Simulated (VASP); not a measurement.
# BaF2: relaxation of cell and atoms with PBEsol

The system is BaF2.

```
Ba F
1.0
     0.00000    3.12300    3.12300
     3.12300    0.00000    3.12300
     3.12300    3.12300    0.00000
Ba F
1 2
Cartesian
  0.0000 0.0000 0.0000
  1.5615 1.5615 1.5615
  4.6845 4.6845 4.6845
```

- Program: VASP 6.6.1
- Task: relaxation of cell and atoms
- Functional: PBEsol
- Potentials or basis: VASP PAW PBE potentials, release 64 (Ba_sv, F)
- Cutoff: 600 eV
- k mesh: 6 × 6 × 6
- Occupations: gaussian, width 0.02 eV
- Spin: no spin polarisation
- Dipole correction: no
- Further INCAR settings: ALGO = Normal; EDIFF = 1e-07; IBRION = 2; EDIFFG = -0.005; NSW = 70; ISIF = 3

The relaxed volume is 19.63 Å³/atom and the relaxed cell is a = 4.367 Å, b = 4.367 Å, c = 4.367 Å, α = 60.00°, β = 60.00°, γ = 60.00°. The space group after relaxing (to 0.05 Å) is Fm-3m (No. 225). The energy gained by relaxing is 4.2 meV/atom. The ionic steps are 3, the pressure after relaxing is 0.0 GPa and the band gap on the k mesh is 6.69 eV, indirect (least direct gap 6.76 eV).

Step by step:
```tsv
step	energy change (eV)	largest force (eV/Å)	pressure (GPa)	volume (Å³)
1	0.0000	0.0000	-1.92	60.92
2	-0.0126	0.0000	0.09	58.80
3	-0.0126	0.0000	0.00	58.88
```

Final structure:
```yaml
crystal:
  lattice:
    - [0.00000, 3.08775, 3.08775]
    - [3.08775, 0.00000, 3.08775]
    - [3.08775, 3.08775, 0.00000]
  atoms:
    - { symbol: Ba, position: [0.00000, 0.00000, 0.00000] }
    - { symbol: F, position: [0.25000, 0.25000, 0.25000] }
    - { symbol: F, position: [0.75000, 0.75000, 0.75000] }
```

Levels at points of the mesh, in eV from the valence-band top:
```
           k point  band 10  band 11  band 12  band 13  band 14  band 15
(0.00, 0.00, 0.00)    -0.07    -0.07    -0.07     6.69     9.17     9.17
(0.50, 0.00, 0.00)    -0.34    -0.16    -0.16     9.09     9.18     9.18
(0.50, 0.50, 0.00)    -0.31    -0.31    -0.13     7.21     8.97    10.72
```

It took 30 s on 1 thread of Intel(R) Xeon(R) Platinum 8488C (Sapphire Rapids), with other jobs on the host, peak memory 0.21 GiB.

Caveat: the PAW data sets were made with another functional, which shifts forces and pressure a little; spin-orbit coupling is left out, which moves the levels of the heavy elements. A k mesh can miss the band edges.
